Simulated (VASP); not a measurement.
# Re (P6_3/mmc) in VASP: further runs

The runs below take Re through single point, relaxation of cell and atoms, with PBEsol.

Program: VASP 6.6.1. These are calculated values, not measurements. Logs are shortened: lines on timing, memory, paths and dates and some standing lists are left out, and cuts for length are marked.

**1. The cell of the first run**

It takes space group P6_3/mmc (No. 194, hexagonal). The conventional cell has a = 2.747 Å, b = 2.747 Å, c = 4.432 Å, α = 90.00°, β = 90.00°, γ = 120.00°. Re (site symmetry -6m2) has 12 Re at 2.73 to 2.75 Å within 3.6 Å.

**2. Single point, PBEsol**

Input file INCAR:

```
SYSTEM = Re
  ALGO = Normal
  EDIFF = 1E-6
  ENCUT = 520
  GGA = PS
  ISIF = 2
  ISMEAR = -1
  LASPH = .TRUE.
  LCHARG = .TRUE.
  LELF = .TRUE.
  LREAL = .FALSE.
  LVHAR = .TRUE.
  LWAVE = .FALSE.
  NBANDS = 14
  NELM = 100
  PREC = Accurate
  SIGMA = 0.1
```

Input file KPOINTS:

```
k-points
0
G
  20 20 12
  0 0 0
```

Input file POSCAR:

```
Re
1.0
    2.7472160404      0.0000000000      0.0000000000
   -1.3736080202      2.3791588807      0.0000000000
    0.0000000000      0.0000000000      4.4323173377
Re
2
Direct
    0.3333333333      0.6666666667      0.2500000000
    0.6666666667      0.3333333333      0.7500000000
```

Potentials or basis: VASP PAW PBE potentials, release 64 (Re).

The run is started by

```bash
$ cat potpaw_PBE.64/Re/POTCAR > POTCAR
$ mpirun -np 1 vasp_std > vasp.out
```

OUTCAR:

```text
SYSTEM = Re
   EDIFF = 1E-6
   ENCUT = 520
   GGA = PS
   ISIF = 2
   ISMEAR = -1
   LASPH = .TRUE.
   LREAL = .FALSE.
   NELM = 100
   PREC = Accurate

 ion  position               nearest neighbor table
   1  0.333  0.667  0.250-   2 2.73   2 2.73   2 2.73   2 2.73   2 2.73   2 2.73
   2  0.667  0.333  0.750-   1 2.73   1 2.73   1 2.73   1 2.73   1 2.73   1 2.73

  LATTYP: Found a hexagonal cell.
 ALAT       =     2.7472160404
 C/A-ratio  =     1.6133850678

  Lattice vectors:

 A1 = (   2.7472160404,   0.0000000000,   0.0000000000)
 A2 = (  -1.3736080202,   2.3791588807,   0.0000000000)
 A3 = (   0.0000000000,   0.0000000000,   4.4323173377)

Analysis of symmetry for initial positions (statically):
=====================================================================
 Subroutine PRICEL returns:
 Original cell was already a primitive cell.

 Routine SETGRP: Setting up the symmetry group for a
 hexagonal supercell.

 Subroutine GETGRP returns: Found 24 space group operations
 (whereof 12 operations were pure point group operations)
 out of a pool of 24 trial point group operations.

The static configuration has the point symmetry D_3d.
 The point group associated with its full space group is D_6h.

Analysis of symmetry for dynamics (positions and initial velocities):
=====================================================================
 Subroutine PRICEL returns:
 Original cell was already a primitive cell.

 Routine SETGRP: Setting up the symmetry group for a
 hexagonal supercell.

 Subroutine GETGRP returns: Found 24 space group operations
 (whereof 12 operations were pure point group operations)
 out of a pool of 24 trial point group operations.

The dynamic configuration has the point symmetry D_3d.
 The point group associated with its full space group is D_6h.

 Subroutine INISYM returns: Found 24 space group operations
 (whereof 12 operations are pure point group operations),
 and found     1 'primitive' translations

----------------------------------------------------------------------------------------

                                     Primitive cell

  volume of cell :      28.9699

  direct lattice vectors                    reciprocal lattice vectors
     2.747216040  0.000000000  0.000000000     0.364004864  0.210158306  0.000000000
    -1.373608020  2.379158881  0.000000000     0.000000000  0.420316612  0.000000000
     0.000000000  0.000000000  4.432317338     0.000000000  0.000000000  0.225615615

  length of vectors
     2.747216040  2.747216040  4.432317338     0.420316612  0.420316612  0.225615615

  position of ions in fractional coordinates (direct lattice)
     0.333333333  0.666666667  0.250000000
     0.666666667  0.333333333  0.750000000

  ion indices of the primitive-cell ions
   primitive index   ion index
                 1           1
                 2           2

----------------------------------------------------------------------------------------

 KPOINTS: k-points

Automatic generation of k-mesh.
 Grid dimensions read from file:
 generate k-points for:   20   20   12

 Generating k-lattice:

  Cartesian coordinates                     Fractional coordinates (reciprocal lattice)
     0.018200243  0.010507915  0.000000000     0.050000000  0.000000000  0.000000000
     0.000000000  0.021015831  0.000000000     0.000000000  0.050000000  0.000000000
     0.000000000  0.000000000  0.018801301     0.000000000  0.000000000  0.083333333

  Length of vectors
     0.021015831  0.021015831  0.018801301

  Shift w.r.t. Gamma in fractional coordinates (k-lattice)
     0.000000000  0.000000000  0.000000000

 Subroutine IBZKPT returns following result:
 ===========================================

 Found    308 irreducible k-points:

 Following reciprocal coordinates:
            Coordinates               Weight
  0.000000  0.000000  0.000000      1.000000
  0.050000 -0.000000  0.000000      6.000000
  0.100000 -0.000000  0.000000      6.000000
  0.150000  0.000000  0.000000      6.000000
  0.200000 -0.000000  0.000000      6.000000
  0.250000  0.000000  0.000000      6.000000
[... 16 lines left out ...]
  0.200000  0.100000  0.000000     12.000000
  0.250000  0.100000  0.000000     12.000000
 [... further k-points ...]
   k-points           NKPTS =    308   k-points in BZ     NKDIM =    308   number of bands    NBANDS=     14
   number of dos      NEDOS =    301   number of ions     NIONS =      2
   total plane-waves  NPLWV =  14400
   dimension x,y,z NGX =    20 NGY =   20 NGZ =   36
   dimension x,y,z NGXF=    40 NGYF=   40 NGZF=   72
   ions per type =               2
   NGX,Y,Z   is equivalent  to a cutoff of  12.10, 12.10, 13.50 a.u.
   NGXF,Y,Z  is equivalent  to a cutoff of  24.21, 24.21, 27.01 a.u.
 SYSTEM =  Re
   PREC   = accura    normal or accurate (medium, high low for compatibility)
   ISTART =      0    job   : 0-new  1-cont  2-samecut
   ICHARG =      2    charge: 1-file 2-atom 10-const
   ISPIN  =      1    spin polarized calculation?
   LNONCOLLINEAR =      F non collinear calculations
   LSORBIT =      F    spin-orbit coupling
   LASPH  =      T    aspherical Exc in radial PAW
   ENCUT  =  520.0 eV  38.22 Ry    6.18 a.u.   5.11  5.11  8.24*2*pi/ulx,y,z
   NELM   =    100;   NELMIN=  2; NELMDL= -5     # of ELM steps
   EDIFF  = 0.1E-05   stopping-criterion for ELM
   LREAL  =      F    real-space projection
   EDIFFG = 0.1E-04   stopping-criterion for IOM
   NSW    =      0    number of steps for IOM
   IBRION =     -1    ionic relax: 0-MD 1-quasi-New 2-CG
   NFREE  =      0    steps in history (QN), initial steepest desc. (CG)
   ISIF   =      2    stress and relaxation
   ISYM   =      2    0-nonsym 1-usesym 2-fastsym
   POTIM  = 0.5000    time-step for ionic-motion
   TEBEG  =    0.0;   TEEND  =   0.0 temperature during run
   PSTRESS=    0.0 pullay stress
   NELECT =      14.0000    total number of electrons
   NUPDOWN=      -1.0000    fix difference up-down
   EMIN   =  10.00;   EMAX   =-10.00  energy-range for DOS
   EFERMI =   0.00;   METHOD = LEGACY
   ISMEAR =    -1;   SIGMA  =   0.10  broadening in eV -4-tet -1-fermi 0-gaus
   EFERMI_NEDOS =   21; number of points for ismear=-14 and -15
   IALGO  =     38    algorithm
   IMIX   =      4    mixing-type and parameters
     AMIX     =   0.40;   BMIX     =  1.00
     AMIX_MAG =   1.60;   BMIX_MAG =  1.00
  volume/ion in A,a.u.               =      14.48        97.75
  Fermi-wavevector in a.u.,A,eV,Ry     =   1.284700  2.427731 22.455800  1.650455
  Thomas-Fermi vector in A             =   2.416878
   LORBIT       =      0    0 simple, 1 ext, 2 COOP (PROOUT), +10 PAW based schemes
   GGA     = PS    functional components
   LHFCALC =     F    Hartree Fock is set to
   AEXX    =    0.0000 exact exchange contribution
   IVDW    =     0    specifies the selected vdW correction
   LEPSILON=     F    determine dielectric tensor
   LRPA    =     F    only Hartree local field effects (RPA)
 non-spin polarized calculation
  energy-cutoff  :      520.00
  volume of cell :       28.97
 maximum number of plane-waves:       790
   NGX = 11   NGY = 11   NGZ = 17

 number of electron      14.0000001 magnetization

 Free energy of the ion-electron system (eV)
  ---------------------------------------------------
  ext. energy  EPLUGINS =         0.00000000
  ---------------------------------------------------
  free energy    TOTEN  =       -26.76299300 eV

  energy without entropy =      -26.71001148  energy(sigma->0) =      -26.73650224

 E-fermi :   7.9119     XC(G=0): -13.9050

 val. band max:        7.9102793388   @ k =   0.1000   0.0500   0.0833
 cond. band min:       7.9261411472   @ k =   0.4500   0.1000   0.4167
 fundamental gap:      0.0158618084
 Fermi energy:         7.9118711983

 k-point     1 :       0.0000    0.0000    0.0000
  band No.  band energies     occupation
      1      -2.0946      2.00000
      2       1.1554      2.00000
      3       6.2827      2.00000
      4       6.2827      2.00000
      5       6.3015      2.00000
      6       7.1468      1.99905
      7       7.1468      1.99905
      8       8.0931      0.28071
      9       8.0931      0.28071
     10       8.5701      0.00276
     11      11.3575      0.00000
     12      11.3575      0.00000
     13      18.1328      0.00000
     14      22.0981      0.00000

 k-point     2 :       0.0500   -0.0000    0.0000
  band No.  band energies     occupation
      1      -1.9897      2.00000
      2       1.2547      2.00000
      3       5.9539      2.00000
      4       6.3790      2.00000
      5       6.5946      2.00000
      6       7.0696      1.99956
      7       7.2380      1.99764
      8       7.8995      1.06187
      9       8.0096      0.54696
     10       8.2669      0.05581
     11      11.4154      0.00000
     12      11.8589      0.00000
     13      18.1314      0.00000
     14      22.3348      0.00000

 k-point     3 :       0.1000   -0.0000    0.0000
  band No.  band energies     occupation
      1      -1.6822      2.00000
      2       1.5376      2.00000
      3       5.5633      2.00000
      4       6.6650      1.99999
      5       6.7890      1.99997
      6       6.9832      1.99981
      7       7.1158      1.99930
      8       7.5079      1.96539
      9       7.7854      1.55964
     10       8.0165      0.51971
     11      11.5644      0.00000
     12      12.9150      0.00000
     13      18.1046      0.00000
     14      23.0016      0.00000

 k-point     4 :       0.1500    0.0000    0.0000
  band No.  band energies     occupation
      1      -1.1952      2.00000
      2       1.9501      2.00000
      3       5.1632      2.00000
      4       6.1808      2.00000
      5       6.5225      2.00000
      6       7.1326      1.99918
      7       7.3547      1.99242
      8       7.4764      1.97464
      9       7.7848      1.56181
     10       7.9470      0.82612
     11      11.7541      0.00000
     12      14.1423      0.00000
     13      18.0095      0.00000
     14      23.9274      0.00000

 k-point     5 :       0.2000   -0.0000    0.0000
  band No.  band energies     occupation
      1      -0.5702      2.00000
      2       2.3669      2.00000
      3       4.8670      2.00000
      4       5.2870      2.00000
      5       6.2377      2.00000
      6       7.1354      1.99915
      7       7.5253      1.95895
      8       7.7667      1.62059
      9       7.8707      1.20287
     10       8.5376      0.00383
     11      11.9416      0.00000
[... 276 lines left out ...]
 k-point    22 :       0.1500    0.1000    0.0000
  band No.  band energies     occupation
      1      -0.2965      2.00000
      2       2.6353      2.00000
      3       4.5621      2.00000
      4       5.0815      2.00000
      5       6.2207      2.00000
      6       6.5941      2.00000
      7       7.7279      1.72578
      8       7.7952      1.52515
      9       8.1589      0.15589
     10       9.0270      0.00003
     11      11.8664      0.00000
     12      15.9703      0.00000
     13      17.7642      0.00000
     14      24.4661      0.00000

 k-point    23 :       0.2000    0.1000    0.0000
  band No.  band energies     occupation
      1       0.4009      2.00000
      2       2.9021      2.00000
      3       4.3680      2.00000
      4       4.4278      2.00000
      5       6.1092      2.00000
      6       6.2924      2.00000
      7       7.5368      1.95408
      8       8.2241      0.08437
      9       8.9801      0.00005
     10       9.8564      0.00000
     11      11.9677      0.00000
     12      17.1913      0.00000
     13      17.5593      0.00000
     14      23.1310      0.00000

 k-point    24 :       0.2500    0.1000    0.0000
  band No.  band energies     occupation
      1       1.0908      2.00000
      2       2.8301      2.00000
      3       3.7444      2.00000
      4       4.6074      2.00000
      5       6.0644      2.00000
      6       6.2348      2.00000
      7       7.2402      1.99758
      8       8.8640      0.00015
      9       9.8633      0.00000
     10      10.7869      0.00000
     11      12.0504      0.00000
     12      17.4053      0.00000
     13      18.3829      0.00000
     14      21.3789      0.00000

 [... further k-points ...]

------------------------ aborting loop because EDIFF is reached ----------------------------------------

  FORCE on cell =-STRESS in cart. coord.  units (eV):
  Direction    XX          YY          ZZ          XY          YZ          ZX
  --------------------------------------------------------------------------------------
  -------------------------------------------------------------------------------------
  Total        0.3817574      0.3817574      0.3568823      0.0000000      0.0000000      0.0000000
  in kB       21.1130473     21.1130473     19.7373338      0.0000000      0.0000000      0.0000000
  external PRESSURE =      20.6544762 kB  Pullay stress =       0.0000000 kB

 VOLUME and BASIS-vectors are now :
 -----------------------------------------------------------------------------
  energy-cutoff  :      520.00
  volume of cell :       28.97
      direct lattice vectors                 reciprocal lattice vectors
     2.747216040  0.000000000  0.000000000     0.364004864  0.210158306  0.000000000
    -1.373608020  2.379158881  0.000000000     0.000000000  0.420316612  0.000000000
     0.000000000  0.000000000  4.432317338     0.000000000  0.000000000  0.225615615

 POSITION                                       TOTAL-FORCE (eV/Angst)
 -----------------------------------------------------------------------------------
     -0.00000      1.58611      1.10808         0.000000      0.000000      0.000000
      1.37361      0.79305      3.32424        -0.000000     -0.000000      0.000000
 -----------------------------------------------------------------------------------
    total drift:                               -0.000000      0.000000     -0.000000

  FREE ENERGIE OF THE ION-ELECTRON SYSTEM (eV)
  ---------------------------------------------------
  free  energy   TOTEN  =       -26.7629930038 eV

  energy  without entropy=      -26.7100114782  energy(sigma->0) =      -26.73650224
```

Run time: 2.3 min. Hardware: 1 thread of Oxide Virtual Turin-like, shared host; peak memory 0.19 GiB.

Results:

```yaml
Free_energy: -26.7630 eV
Pressure: 2.1 GPa
Band_gap_on_the_k_mesh: zero (bands 7 and 8 overlap by 3.43 eV)
```

Stress tensor (GPa, compression positive):
```
2.11 0.00 0.00
0.00 2.11 0.00
0.00 0.00 1.97
```

Caveat: the PAW data sets were made with another functional, which shifts forces and pressure a little; spin-orbit coupling is left out, which moves the levels of the heavy elements.

(Part 1 of 2 ends here.)
